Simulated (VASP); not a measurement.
# C (Fd-3m) in VASP: further runs

C is run at these levels: PBEsol, PBE exchange alone; tasks: single point.

Everything below comes from runs of VASP 6.6.1. Logs are shortened: lines on timing, memory, paths and dates and some standing lists are left out, and cuts for length are marked.

**1. The cell of the first run**

It takes space group Fd-3m (No. 227, cubic). The conventional cell has a = 3.590 Å, b = 3.590 Å, c = 3.590 Å, α = 90.00°, β = 90.00°, γ = 90.00°. Within 2.1 Å of C (site symmetry -43m) lie 4 C at 1.55 Å.

**2. Single point, PBEsol (volume scaled by 1.02)**

The input, INCAR:

```
SYSTEM = C
PREC = Accurate
ENCUT = 520
EDIFF = 1E-6
ISMEAR = -1
SIGMA = 0.05
LREAL = .False.
LASPH = .True.
NELM = 60
ALGO = Normal
ISIF = 2
LWAVE = .False.
LCHARG = .False.
GGA = PS
NBANDS = 11
```

The input, KPOINTS:

```
regular mesh
0
Gamma
  13 13 13
  0 0 0
```

The input, POSCAR:

```
C
1.0
    0.0000000000      1.7951807415      1.7951807415
    1.7951807415      0.0000000000      1.7951807415
    1.7951807415      1.7951807415      0.0000000000
C
2
Direct
    0.7500000000      0.7500000000      0.7500000000
    0.5000000000      0.5000000000      0.5000000000
```

Potentials or basis: VASP PAW PBE potentials, release 64 (C).

Run with:

```bash
> cat potpaw_PBE.64/C/POTCAR > POTCAR
> mpirun -np 1 vasp_std > vasp.out
```

OUTCAR:

```text
SYSTEM = C
   PREC = Accurate
   ENCUT = 520
   EDIFF = 1E-6
   ISMEAR = -1
   LREAL = .False.
   LASPH = .True.
   NELM = 60
   ISIF = 2
   GGA = PS

 ion  position               nearest neighbor table
   1  0.750  0.750  0.750-   2 1.55   2 1.55   2 1.55   2 1.55
   2  0.500  0.500  0.500-   1 1.55   1 1.55   1 1.55   1 1.55

  LATTYP: Found a face centered cubic cell.
 ALAT       =     3.5903614830

  Lattice vectors:

 A1 = (   0.0000000000,   1.7951807415,   1.7951807415)
 A2 = (   1.7951807415,   0.0000000000,   1.7951807415)
 A3 = (   1.7951807415,   1.7951807415,   0.0000000000)

Analysis of symmetry for initial positions (statically):
=====================================================================
 Subroutine PRICEL returns:
 Original cell was already a primitive cell.

 Routine SETGRP: Setting up the symmetry group for a
 face centered cubic supercell.

 Subroutine GETGRP returns: Found 48 space group operations
 (whereof 24 operations were pure point group operations)
 out of a pool of 48 trial point group operations.

The static configuration has the point symmetry T_d .
 The point group associated with its full space group is O_h .

Analysis of symmetry for dynamics (positions and initial velocities):
=====================================================================
 Subroutine PRICEL returns:
 Original cell was already a primitive cell.

 Routine SETGRP: Setting up the symmetry group for a
 face centered cubic supercell.

 Subroutine GETGRP returns: Found 48 space group operations
 (whereof 24 operations were pure point group operations)
 out of a pool of 48 trial point group operations.

The dynamic configuration has the point symmetry T_d .
 The point group associated with its full space group is O_h .

 Subroutine INISYM returns: Found 48 space group operations
 (whereof 24 operations are pure point group operations),
 and found     1 'primitive' translations

----------------------------------------------------------------------------------------

                                     Primitive cell

  volume of cell :      11.5706

  direct lattice vectors                    reciprocal lattice vectors
     0.000000000  1.795180742  1.795180742    -0.278523487  0.278523487  0.278523487
     1.795180742  0.000000000  1.795180742     0.278523487 -0.278523487  0.278523487
     1.795180742  1.795180742  0.000000000     0.278523487  0.278523487 -0.278523487

  length of vectors
     2.538768952  2.538768952  2.538768952     0.482416831  0.482416831  0.482416831

  position of ions in fractional coordinates (direct lattice)
     0.750000000  0.750000000  0.750000000
     0.500000000  0.500000000  0.500000000

  ion indices of the primitive-cell ions
   primitive index   ion index
                 1           1
                 2           2

----------------------------------------------------------------------------------------

 KPOINTS: regular mesh

Automatic generation of k-mesh.
 Grid dimensions read from file:
 generate k-points for:   13   13   13

 Generating k-lattice:

  Cartesian coordinates                     Fractional coordinates (reciprocal lattice)
    -0.021424884  0.021424884  0.021424884     0.076923077  0.000000000  0.000000000
     0.021424884 -0.021424884  0.021424884     0.000000000  0.076923077  0.000000000
     0.021424884  0.021424884 -0.021424884     0.000000000  0.000000000  0.076923077

  Length of vectors
     0.037108987  0.037108987  0.037108987

  Shift w.r.t. Gamma in fractional coordinates (k-lattice)
     0.000000000  0.000000000  0.000000000

 Subroutine IBZKPT returns following result:
 ===========================================

 Found     84 irreducible k-points:

 Following reciprocal coordinates:
            Coordinates               Weight
  0.000000  0.000000  0.000000      1.000000
  0.076923  0.000000  0.000000      8.000000
  0.153846  0.000000  0.000000      8.000000
  0.230769  0.000000  0.000000      8.000000
  0.307692  0.000000  0.000000      8.000000
  0.384615  0.000000  0.000000      8.000000
[... 16 lines left out ...]
  0.384615  0.153846  0.000000     24.000000
  0.461538  0.153846  0.000000     24.000000
 [... further k-points ...]
   k-points           NKPTS =     84   k-points in BZ     NKDIM =     84   number of bands    NBANDS=     11
   number of dos      NEDOS =    301   number of ions     NIONS =      2
   total plane-waves  NPLWV =   8000
   dimension x,y,z NGX =    20 NGY =   20 NGZ =   20
   dimension x,y,z NGXF=    40 NGYF=   40 NGZF=   40
   ions per type =               2
   NGX,Y,Z   is equivalent  to a cutoff of  13.10, 13.10, 13.10 a.u.
   NGXF,Y,Z  is equivalent  to a cutoff of  26.19, 26.19, 26.19 a.u.
 SYSTEM =  C
   PREC   = accura    normal or accurate (medium, high low for compatibility)
   ISTART =      0    job   : 0-new  1-cont  2-samecut
   ICHARG =      2    charge: 1-file 2-atom 10-const
   ISPIN  =      1    spin polarized calculation?
   LNONCOLLINEAR =      F non collinear calculations
   LSORBIT =      F    spin-orbit coupling
   LASPH  =      T    aspherical Exc in radial PAW
   ENCUT  =  520.0 eV  38.22 Ry    6.18 a.u.   4.72  4.72  4.72*2*pi/ulx,y,z
   NELM   =     60;   NELMIN=  2; NELMDL= -5     # of ELM steps
   EDIFF  = 0.1E-05   stopping-criterion for ELM
   LREAL  =      F    real-space projection
   EDIFFG = 0.1E-04   stopping-criterion for IOM
   NSW    =      0    number of steps for IOM
   IBRION =     -1    ionic relax: 0-MD 1-quasi-New 2-CG
   NFREE  =      0    steps in history (QN), initial steepest desc. (CG)
   ISIF   =      2    stress and relaxation
   ISYM   =      2    0-nonsym 1-usesym 2-fastsym
   POTIM  = 0.5000    time-step for ionic-motion
   TEBEG  =    0.0;   TEEND  =   0.0 temperature during run
   PSTRESS=    0.0 pullay stress
   NELECT =       8.0000    total number of electrons
   NUPDOWN=      -1.0000    fix difference up-down
   EMIN   =  10.00;   EMAX   =-10.00  energy-range for DOS
   EFERMI =   0.00;   METHOD = LEGACY
   ISMEAR =    -1;   SIGMA  =   0.05  broadening in eV -4-tet -1-fermi 0-gaus
   EFERMI_NEDOS =   21; number of points for ismear=-14 and -15
   IALGO  =     38    algorithm
   IMIX   =      4    mixing-type and parameters
     AMIX     =   0.40;   BMIX     =  1.00
     AMIX_MAG =   1.60;   BMIX_MAG =  1.00
  volume/ion in A,a.u.               =       5.79        39.04
  Fermi-wavevector in a.u.,A,eV,Ry     =   1.447616  2.735597 28.512253  2.095592
  Thomas-Fermi vector in A             =   2.565550
   LORBIT       =      0    0 simple, 1 ext, 2 COOP (PROOUT), +10 PAW based schemes
   GGA     = PS    functional components
   LHFCALC =     F    Hartree Fock is set to
   AEXX    =    0.0000 exact exchange contribution
   IVDW    =     0    specifies the selected vdW correction
   LEPSILON=     F    determine dielectric tensor
   LRPA    =     F    only Hartree local field effects (RPA)
 non-spin polarized calculation
  energy-cutoff  :      520.00
  volume of cell :       11.57
 maximum number of plane-waves:       331
   NGX =  9   NGY =  9   NGZ =  9

 number of electron       8.0000000 magnetization

 Free energy of the ion-electron system (eV)
  ---------------------------------------------------
  ext. energy  EPLUGINS =         0.00000000
  ---------------------------------------------------
  free energy    TOTEN  =       -19.23785971 eV

  energy without entropy =      -19.23785971  energy(sigma->0) =      -19.23785971

 E-fermi :  10.3960     XC(G=0): -13.3354

 val. band max:        9.4251270976   @ k =   0.0000   0.0000   0.0000
 cond. band min:      13.3938542809   @ k =   0.3846   0.3846   0.0000
 fundamental gap:      3.9687271832
 Fermi energy:        10.3959552338

 k-point     1 :       0.0000    0.0000    0.0000
  band No.  band energies     occupation
      1     -11.8324      2.00000
      2       9.4251      2.00000
      3       9.4251      2.00000
      4       9.4251      2.00000
      5      14.9101      0.00000
      6      14.9101      0.00000
      7      14.9101      0.00000
      8      22.3458      0.00000
      9      28.1293      0.00000
     10      35.6740      0.00000
     11      35.6740      0.00000

 k-point     2 :       0.0769    0.0000    0.0000
  band No.  band energies     occupation
      1     -11.6702      2.00000
      2       8.3690      2.00000
      3       9.1500      2.00000
      4       9.1500      2.00000
      5      15.2698      0.00000
      6      15.2698      0.00000
      7      15.5228      0.00000
      8      22.4907      0.00000
      9      28.4091      0.00000
     10      33.6470      0.00000
     11      33.6470      0.00000

 k-point     3 :       0.1538    0.0000    0.0000
  band No.  band energies     occupation
      1     -11.1855      2.00000
      2       6.1217      2.00000
      3       8.5297      2.00000
      4       8.5297      2.00000
      5      16.0844      0.00000
      6      16.0844      0.00000
      7      16.5083      0.00000
      8      22.9112      0.00000
      9      29.0334      0.00000
     10      32.0723      0.00000
     11      32.0723      0.00000

 k-point     4 :       0.2308    0.0000    0.0000
  band No.  band energies     occupation
      1     -10.3839      2.00000
      2       3.5467      2.00000
      3       7.8583      2.00000
      4       7.8583      2.00000
      5      16.9058      0.00000
      6      16.9058      0.00000
      7      17.2259      0.00000
      8      23.5214      0.00000
      9      29.5109      0.00000
     10      31.4648      0.00000
     11      31.4648      0.00000

 k-point     5 :       0.3077    0.0000    0.0000
  band No.  band energies     occupation
      1      -9.2789      2.00000
      2       0.9717      2.00000
      3       7.2912      2.00000
      4       7.2912      2.00000
      5      17.4452      0.00000
      6      17.4452      0.00000
      7      17.6516      0.00000
      8      24.1349      0.00000
      9      29.7355      0.00000
     10      31.9230      0.00000
     11      31.9230      0.00000
[... 211 lines left out ...]
 k-point    21 :       0.2308    0.1538    0.0000
  band No.  band energies     occupation
      1     -10.3822      2.00000
      2       5.2636      2.00000
      3       6.4299      2.00000
      4       7.1295      2.00000
      5      14.5046      0.00000
      6      18.9105      0.00000
      7      18.9621      0.00000
      8      21.4124      0.00000
      9      28.9145      0.00000
     10      30.1184      0.00000
     11      36.0236      0.00000

 k-point    22 :       0.3077    0.1538    0.0000
  band No.  band energies     occupation
      1      -9.4831      2.00000
      2       2.9081      2.00000
      3       5.9031      2.00000
      4       6.4857      2.00000
      5      15.2373      0.00000
      6      19.5592      0.00000
      7      19.6850      0.00000
      8      21.2068      0.00000
      9      29.6074      0.00000
     10      30.4455      0.00000
     11      35.6488      0.00000

 k-point    23 :       0.3846    0.1538    0.0000
  band No.  band energies     occupation
      1      -8.2926      2.00000
      2       0.5157      2.00000
      3       5.6119      2.00000
      4       5.7270      2.00000
      5      15.9058      0.00000
      6      19.9053      0.00000
      7      19.9444      0.00000
      8      21.7730      0.00000
      9      30.1705      0.00000
     10      30.8846      0.00000
     11      35.9866      0.00000

 k-point    24 :       0.4615    0.1538    0.0000
  band No.  band energies     occupation
      1      -6.8715      2.00000
      2      -1.7047      2.00000
      3       5.0391      2.00000
      4       5.5741      2.00000
      5      16.3241      0.00000
      6      19.8188      0.00000
      7      20.0529      0.00000
      8      23.0228      0.00000
      9      29.5616      0.00000
     10      32.2188      0.00000
     11      36.0448      0.00000

 [... further k-points ...]
[... 5 lines left out ...]
  --------------------------------------------------------------------------------------
  -------------------------------------------------------------------------------------
  Total       -0.8740955     -0.8740955     -0.8740955      0.0000000      0.0000000     -0.0000000
  in kB     -121.0361062   -121.0361062   -121.0361062      0.0000000      0.0000000     -0.0000000
  external PRESSURE =    -121.0361062 kB  Pullay stress =       0.0000000 kB

 VOLUME and BASIS-vectors are now :
 -----------------------------------------------------------------------------
  energy-cutoff  :      520.00
  volume of cell :       11.57
      direct lattice vectors                 reciprocal lattice vectors
     0.000000000  1.795180742  1.795180742    -0.278523487  0.278523487  0.278523487
     1.795180742  0.000000000  1.795180742     0.278523487 -0.278523487  0.278523487
     1.795180742  1.795180742  0.000000000     0.278523487  0.278523487 -0.278523487

 POSITION                                       TOTAL-FORCE (eV/Angst)
 -----------------------------------------------------------------------------------
      2.69277      2.69277      2.69277        -0.000000      0.000000     -0.000000
      1.79518      1.79518      1.79518         0.000000     -0.000000      0.000000
 -----------------------------------------------------------------------------------
    total drift:                                0.000000     -0.000000      0.000000

  FREE ENERGIE OF THE ION-ELECTRON SYSTEM (eV)
  ---------------------------------------------------
  free  energy   TOTEN  =       -19.2378597143 eV

  energy  without entropy=      -19.2378597143  energy(sigma->0) =      -19.23785971
```

Run time: 26 s. Hardware: 1 thread of AMD EPYC 7R13, shared host; peak memory 0.09 GiB.

What came out:

```
Free energy            : -19.2379 eV
Pressure               : -12.1 GPa
Band gap on the k mesh : 3.97 eV, indirect (least direct gap 5.49 eV)
```

Levels at points of the mesh, in eV from the valence-band top:
```
           k point  band 1  band 2  band 3  band 4  band 5  band 6  band 7  band 8
(0.00, 0.00, 0.00)  -21.26    0.00    0.00    0.00    5.48    5.48    5.48   12.92
```

Caveat: the cell differs from its parent crystal (volume scaled by 1.02); the PAW data sets were made with another functional, which shifts forces and pressure a little. A k mesh can miss the band edges.

**3. Single point, PBE exchange alone**

This run uses another cell than the first one, of 5.67 Å³/atom, 0.980 times its volume.

The input, INCAR:

```
PREC     = Accurate       # precision mode
ENCUT    = 520            # plane-wave cutoff, eV
EDIFF    = 1E-6           # SCF threshold, eV
ISMEAR   = -1             # smearing method
SIGMA    = 0.05           # smearing width, eV
LREAL    = False          # projectors in reciprocal space
LASPH    = True           # aspherical terms in the spheres
NELM     = 80             # most SCF steps
ALGO     = Normal         # electronic algorithm
ISIF     = 2              # what is computed and relaxed
LWAVE    = False          # write WAVECAR
LCHARG   = False          # write CHGCAR
GGA      = PE             # functional
ALDAC    = 0.0          
AGGAC    = 0.0          
NBANDS   = 11             # bands
```

The input, KPOINTS:

```
Automatic mesh
0
Gamma
  13 13 13
```

The input, POSCAR:

```
C
1.0
    0.0000000000      1.7833700000      1.7833700000
    1.7833700000      0.0000000000      1.7833700000
    1.7833700000      1.7833700000      0.0000000000
C
2
Direct
    0.7500000000      0.7500000000      0.7500000000
    0.5000000000      0.5000000000      0.5000000000
```

Potentials or basis: VASP PAW PBE potentials, release 64 (C).

Run with:

```bash
> cat potpaw_PBE.64/C/POTCAR > POTCAR
> mpirun -np 1 vasp_std > vasp.out
```

Run time: 4.8 s. Hardware: 1 thread of Intel Xeon 6975P-C (Granite Rapids), shared host; peak memory 0.11 GiB.

It converged, with:

```yaml
Free_energy: -14.5899 eV
Pressure: 32.4 GPa
Band_gap_on_the_k_mesh: 4.48 eV, indirect (least direct gap 5.72 eV)
```

Levels at points of the mesh, in eV from the valence-band top:
| k point | band 1 | band 2 | band 3 | band 4 | band 5 | band 6 | band 7 | band 8 | band 9 |
| --- | --- | --- | --- | --- | --- | --- | --- | --- | --- |
| (0.00, 0.00, 0.00) | -21.22 | 0.00 | 0.00 | 0.00 | 5.72 | 5.72 | 5.72 | 13.46 | 19.99 |

A k mesh can miss the band edges.
